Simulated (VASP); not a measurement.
A run of VASP 6.6.1 is set up as follows.

File POSCAR:

```
Ba
1.0
   -2.5367939014      2.5367939014      2.5367939014
    2.5367939014     -2.5367939014      2.5367939014
    2.5367939014      2.5367939014     -2.5367939014
Ba
1
Direct
    0.0000000000      0.0000000000      0.0000000000
```

Contents of INCAR.step1:

```
ALGO     = Normal         # electronic algorithm
EDIFF    = 1E-4           # SCF threshold, eV
ENCUT    = 520            # plane-wave cutoff, eV
GGA      = PE             # functional
ISMEAR   = -1             # smearing method
LASPH    = True           # aspherical terms in the spheres
LCHARG   = False          # write CHGCAR
LREAL    = False          # projectors in reciprocal space
LWAVE    = True           # write WAVECAR
NBANDS   = 11             # bands
NELM     = 100            # most SCF steps
PREC     = Accurate       # precision mode
SIGMA    = 0.2            # smearing width, eV
```

Contents of INCAR.step2:

```
ALGO     = Normal         # electronic algorithm
EDIFF    = 1E-6           # SCF threshold, eV
ENCUT    = 520            # plane-wave cutoff, eV
ISIF     = 2              # what is computed and relaxed
ISMEAR   = -1             # smearing method
ISTART   = 1            
LASPH    = True           # aspherical terms in the spheres
LCHARG   = True           # write CHGCAR
LELF     = True           # ELF
LMIXTAU  = True         
LREAL    = False          # projectors in reciprocal space
LVHAR    = True         
LWAVE    = False          # write WAVECAR
METAGGA  = R2SCAN         # meta-GGA
NBANDS   = 11             # bands
NELM     = 100            # most SCF steps
PREC     = Accurate       # precision mode
SIGMA    = 0.2            # smearing width, eV
```

Contents of KPOINTS:

```
k-points
0
Gamma
  9 9 9
```

Potentials or basis: VASP PAW PBE potentials, release 64 (Ba_sv).

The run is started by

```bash
$ cat potpaw_PBE.64/Ba_sv/POTCAR > POTCAR
$ cp INCAR.step1 INCAR
$ mpirun -np 1 vasp_std > vasp.out
$ cp INCAR.step2 INCAR
$ mpirun -np 1 vasp_std > vasp.out
```

(1) Predict the pressure.

(2) Predict the band gap on the k mesh.

Answers

(1) 0.2 GPa.

(2) zero (bands 5 and 6 overlap by 0.93 eV).

Caveat: the PAW data sets were made with another functional, which shifts forces and pressure a little; spin-orbit coupling is left out, which moves the levels of the heavy elements.
